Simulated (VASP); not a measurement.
Input of a VASP 6.6.1 run:

Contents of INCAR:

```
PREC = Accurate
ENCUT = 520
EDIFF = 1E-6
ISMEAR = -1
SIGMA = 0.1
LREAL = F
LASPH = T
NELM = 60
ALGO = Normal
ISIF = 2
LWAVE = F
LCHARG = F
GGA = PS
NBANDS = 18
```

KPOINTS

```
Automatic mesh
0
Gamma
  4 4 4
  0.5 0.5 0.5
```

File POSCAR:

```
ScHg
1.0
    3.4632192022      0.0000000000      0.0000000000
    0.0000000000      3.4632192022      0.0000000000
    0.0000000000      0.0000000000      3.4632192022
Sc Hg
1 1
Direct
    0.5000000000      0.5000000000      0.5000000000
    0.0000000000      0.0000000000      0.0000000000
```

Potentials or basis: VASP PAW PBE potentials, release 64 (Sc_sv, Hg).

Run with:

```console
$ cat potpaw_PBE.64/Sc_sv/POTCAR potpaw_PBE.64/Hg/POTCAR > POTCAR
$ mpirun -np 1 vasp_std > vasp.out
```

(1) What does it give for the pressure?

## Answers

(1) 0.1 GPa.

Caveat: the k points lie up to 0.45 Å⁻¹ apart; the PAW data sets were made with another functional, which shifts forces and pressure a little.
